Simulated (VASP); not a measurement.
# CdHg2Se3 in VASP: a series of runs, part 2 of 2

VASP 6.6.1. Earlier steps stand in the parts before.

## (3) Single point, PBE

Contents of INCAR:

```
SYSTEM = CdHg2Se3
  PREC = Accurate
  ENCUT = 520
  EDIFF = 1E-6
  ISMEAR = 0
  SIGMA = 0.2
  LREAL = .False.
  LASPH = .True.
  NELM = 80
  ALGO = Normal
  ISIF = 2
  LWAVE = .False.
  LCHARG = .False.
  GGA = PE
  NBANDS = 66
```

Contents of KPOINTS:

```
Automatic mesh
0
Gamma
  6 6 1
  0 0 0
```

Contents of POSCAR:

```
CdHg2Se3
1.0
    4.4133859291      0.0004593432     -0.0001131546
   -2.2063002746      3.8220998951     -0.0000289679
   -0.0005697814     -0.0004974839     21.6334061231
Cd Hg Se
2 4 6
Direct
    0.6668021859      0.3332069361      0.6661473745
    0.3323043362      0.6664485733      0.1661981818
    0.6675397812      0.3326614201      0.0006258983
    0.6667602805      0.3339075286      0.3328132423
    0.3336528176      0.6679422202      0.5006369135
    0.3330284047      0.6658675260      0.8327509828
    0.6657802222      0.3330863446      0.1262646910
    0.6669816672      0.3344167279      0.4583096523
    0.6665424901      0.3325913390      0.7908404747
    0.3333070010      0.6672401722      0.2908867214
    0.3334030342      0.6666119772      0.6262458317
    0.3338977793      0.6660192347      0.9582780353
```

Potentials or basis: VASP PAW PBE potentials, release 64 (Cd, Hg, Se).

Launch:

```bash
$ cat potpaw_PBE.64/Cd/POTCAR potpaw_PBE.64/Hg/POTCAR potpaw_PBE.64/Se/POTCAR > POTCAR
$ mpirun -np 1 vasp_std > vasp.out
```

OUTCAR:

```text
SYSTEM = CdHg2Se3
   PREC = Accurate
   ENCUT = 520
   EDIFF = 1E-6
   ISMEAR = 0
   LREAL = .False.
   LASPH = .True.
   NELM = 80
   ISIF = 2
   GGA = PE

 ion  position               nearest neighbor table
   1  0.667  0.333  0.666-  11 2.69  11 2.69  11 2.69   9 2.70
   2  0.332  0.666  0.166-   7 2.69   7 2.69   7 2.69  10 2.70
   3  0.668  0.333  0.001-  12 2.71  12 2.71  12 2.71   7 2.72
   4  0.667  0.334  0.333-  10 2.70  10 2.70  10 2.70   8 2.71
   5  0.334  0.668  0.501-   8 2.71   8 2.71   8 2.71  11 2.72
   6  0.333  0.666  0.833-   9 2.70   9 2.70   9 2.70  12 2.72
   7  0.666  0.333  0.126-   2 2.69   2 2.69   2 2.69   3 2.72
   8  0.667  0.334  0.458-   5 2.71   5 2.71   5 2.71   4 2.71
   9  0.667  0.333  0.791-   1 2.70   6 2.70   6 2.70   6 2.70
  10  0.333  0.667  0.291-   2 2.70   4 2.70   4 2.70   4 2.70
  11  0.333  0.667  0.626-   1 2.69   1 2.69   1 2.69   5 2.72
  12  0.334  0.666  0.958-   3 2.71   3 2.71   3 2.71   6 2.72

  LATTYP: Found a simple monoclinic cell.
 ALAT       =     4.4131857553
 B/A-ratio  =     4.9019931034
 C/A-ratio  =     2.6456673356
 COS(beta)  =    -0.9448906129

  Lattice vectors:

 A1 = (  -2.2063002746,   3.8220998951,  -0.0000289679)
 A2 = (  -0.0005697814,  -0.0004974839,  21.6334061231)
 A3 = (   8.8259864783,  -7.6437404470,  -0.0000552188)

Analysis of symmetry for initial positions (statically):
=====================================================================
 Subroutine PRICEL returns:
 Original cell was already a primitive cell.

 Routine SETGRP: Setting up the symmetry group for a
 simple monoclinic supercell.

 Subroutine GETGRP returns: Found  1 space group operations
 (whereof  1 operations were pure point group operations)
 out of a pool of  4 trial point group operations.

The static configuration has the point symmetry C_1 .

Analysis of symmetry for dynamics (positions and initial velocities):
=====================================================================
 Subroutine PRICEL returns:
 Original cell was already a primitive cell.

 Routine SETGRP: Setting up the symmetry group for a
 simple monoclinic supercell.

 Subroutine GETGRP returns: Found  1 space group operations
 (whereof  1 operations were pure point group operations)
 out of a pool of  4 trial point group operations.

The dynamic configuration has the point symmetry C_1 .

 Subroutine INISYM returns: Found  1 space group operations
 (whereof  1 operations are pure point group operations),
 and found     1 'primitive' translations

----------------------------------------------------------------------------------------

                                     Primitive cell

  volume of cell :     364.9429

  direct lattice vectors                    reciprocal lattice vectors
     4.413385929  0.000459343 -0.000113155     0.226569790  0.130787003  0.000008975
    -2.206300275  3.822099895 -0.000028968    -0.000027229  0.261620562  0.000006016
    -0.000569781 -0.000497484 21.633406123     0.000001185  0.000001034  0.046224806

  length of vectors
     4.413385954  4.413185755 21.633406136     0.261608697  0.261620564  0.046224806

  position of ions in fractional coordinates (direct lattice)
     0.666802186  0.333206936  0.666147374
[... 96 lines left out ...]
   total plane-waves  NPLWV = 209952
   dimension x,y,z NGX =    36 NGY =   36 NGZ =  162
   dimension x,y,z NGXF=    72 NGYF=   72 NGZF=  324
   ions per type =               2   4   6
   NGX,Y,Z   is equivalent  to a cutoff of  13.56, 13.56, 12.45 a.u.
   NGXF,Y,Z  is equivalent  to a cutoff of  27.12, 27.12, 24.90 a.u.
 SYSTEM =  CdHg2Se3
   PREC   = accura    normal or accurate (medium, high low for compatibility)
   ISTART =      0    job   : 0-new  1-cont  2-samecut
   ICHARG =      2    charge: 1-file 2-atom 10-const
   ISPIN  =      1    spin polarized calculation?
   LNONCOLLINEAR =      F non collinear calculations
   LSORBIT =      F    spin-orbit coupling
   LASPH  =      T    aspherical Exc in radial PAW
   ENCUT  =  520.0 eV  38.22 Ry    6.18 a.u.   8.21  8.21 40.22*2*pi/ulx,y,z
   NELM   =     80;   NELMIN=  2; NELMDL= -5     # of ELM steps
   EDIFF  = 0.1E-05   stopping-criterion for ELM
   LREAL  =      F    real-space projection
   EDIFFG = 0.1E-04   stopping-criterion for IOM
   NSW    =      0    number of steps for IOM
   IBRION =     -1    ionic relax: 0-MD 1-quasi-New 2-CG
   NFREE  =      0    steps in history (QN), initial steepest desc. (CG)
   ISIF   =      2    stress and relaxation
   ISYM   =      2    0-nonsym 1-usesym 2-fastsym
   POTIM  = 0.5000    time-step for ionic-motion
   TEBEG  =    0.0;   TEEND  =   0.0 temperature during run
   PSTRESS=    0.0 pullay stress
   NELECT =     108.0000    total number of electrons
   NUPDOWN=      -1.0000    fix difference up-down
   EMIN   =  10.00;   EMAX   =-10.00  energy-range for DOS
   EFERMI =   0.00;   METHOD = LEGACY
   ISMEAR =     0;   SIGMA  =   0.20  broadening in eV -4-tet -1-fermi 0-gaus
   EFERMI_NEDOS =   21; number of points for ismear=-14 and -15
   IALGO  =     38    algorithm
   IMIX   =      4    mixing-type and parameters
     AMIX     =   0.40;   BMIX     =  1.00
     AMIX_MAG =   1.60;   BMIX_MAG =  1.00
  volume/ion in A,a.u.               =      30.41       205.23
  Fermi-wavevector in a.u.,A,eV,Ry     =   1.090957  2.061610 16.193490  1.190188
  Thomas-Fermi vector in A             =   2.227193
   LORBIT       =      0    0 simple, 1 ext, 2 COOP (PROOUT), +10 PAW based schemes
   GGA     = PE    functional components
   LHFCALC =     F    Hartree Fock is set to
   AEXX    =    0.0000 exact exchange contribution
   IVDW    =     0    specifies the selected vdW correction
   LEPSILON=     F    determine dielectric tensor
   LRPA    =     F    only Hartree local field effects (RPA)
 non-spin polarized calculation
 Gauss-broadening in eV      SIGMA  =   0.20
  energy-cutoff  :      520.00
  volume of cell :      364.94
 maximum number of plane-waves:      9876
 NGX is ok and might be reduce to    36
   NGX = 17   NGY = 17   NGZ = 81

 number of electron     108.0000003 magnetization

 Free energy of the ion-electron system (eV)
  ---------------------------------------------------
  ext. energy  EPLUGINS =         0.00000000
  ---------------------------------------------------
  free energy    TOTEN  =       -27.26292837 eV

  energy without entropy =      -27.25059721  energy(sigma->0) =      -27.25676279

 E-fermi :   0.9234     XC(G=0):  -8.6296

 val. band max:        0.8427137709   @ k =   0.0000   0.0000   0.0000
 cond. band min:       1.7758372137   @ k =   0.0000   0.0000   0.0000
 fundamental gap:      0.9331234428
 Fermi energy:         0.9234028197

 k-point     1 :       0.0000    0.0000    0.0000
  band No.  band energies     occupation
      1     -11.9048      2.00000
      2     -11.8556      2.00000
      3     -11.7546      2.00000
      4     -11.6559      2.00000
      5     -11.5458      2.00000
      6     -11.4968      2.00000
[... 1369 lines left out ...]
     65       5.7358      0.00000
     66       6.2781      0.00000

------------------------ aborting loop because EDIFF is reached ----------------------------------------

  FORCE on cell =-STRESS in cart. coord.  units (eV):
  Direction    XX          YY          ZZ          XY          YZ          ZX
  --------------------------------------------------------------------------------------
  -------------------------------------------------------------------------------------
  Total        0.4874401      0.4832882      0.4799820     -0.0073045      0.0014641      0.0013578
  in kB        2.1399663      2.1217384      2.1072235     -0.0320684      0.0064279      0.0059610
  external PRESSURE =       2.1229760 kB  Pullay stress =       0.0000000 kB

 VOLUME and BASIS-vectors are now :
 -----------------------------------------------------------------------------
  energy-cutoff  :      520.00
  volume of cell :      364.94
      direct lattice vectors                 reciprocal lattice vectors
     4.413385929  0.000459343 -0.000113155     0.226569790  0.130787003  0.000008975
    -2.206300275  3.822099895 -0.000028968    -0.000027229  0.261620562  0.000006016
    -0.000569781 -0.000497484 21.633406123     0.000001185  0.000001034  0.046224806

 POSITION                                       TOTAL-FORCE (eV/Angst)
 -----------------------------------------------------------------------------------
      2.20732      1.27353     14.41095        -0.000467      0.000423     -0.003911
     -0.00389      2.54730      3.59538         0.001484      0.000340     -0.005843
      2.21216      1.27177      0.01346        -0.001954      0.000177      0.002900
      2.20578      1.27637      7.19980        -0.000261      0.000013      0.001934
     -0.00143      2.55285     10.83042         0.000423     -0.001124      0.001415
      0.00020      2.54475     18.01518         0.000804      0.000581      0.004819
      2.20338      1.27333      2.73145         0.000598      0.000057     -0.002819
      2.20556      1.27825      9.91471        -0.000127     -0.000323      0.001343
      2.20746      1.27111     17.10849        -0.000703      0.000175      0.000381
     -0.00129      2.55027      6.29281         0.000031     -0.000532      0.000639
      0.00033      2.54770     13.54777         0.000246     -0.000130     -0.001488
      0.00364      2.54527     20.73076        -0.000075      0.000344      0.000630
 -----------------------------------------------------------------------------------
    total drift:                                0.000059     -0.000017     -0.000292

  FREE ENERGIE OF THE ION-ELECTRON SYSTEM (eV)
  ---------------------------------------------------
  free  energy   TOTEN  =       -27.2629283658 eV

  energy  without entropy=      -27.2505972074  energy(sigma->0) =      -27.25676279
```

It took 17 min on 1 thread of Intel Xeon 8259CL, shared host; peak memory 0.73 GiB.

Results:

```
Free energy            : -27.2629 eV
Pressure               : 0.2 GPa
Largest force          : 0.006 eV/Å
Band gap on the k mesh : zero (filled and empty bands touch)
```

Forces in eV/Å, atoms in the order of the input:
```
Cd   0.000  0.000 -0.004
Cd   0.001  0.000 -0.006
Hg  -0.002  0.000  0.003
Hg   0.000  0.000  0.002
Hg   0.000 -0.001  0.001
Hg   0.001  0.001  0.005
Se   0.001  0.000 -0.003
Se   0.000  0.000  0.001
Se  -0.001  0.000  0.000
Se   0.000 -0.001  0.001
Se   0.000  0.000 -0.001
Se   0.000  0.000  0.001
```

Caveat: semilocal functionals underestimate gaps, so a narrow gap can read as zero; spin-orbit coupling is left out, which moves the levels of the heavy elements.
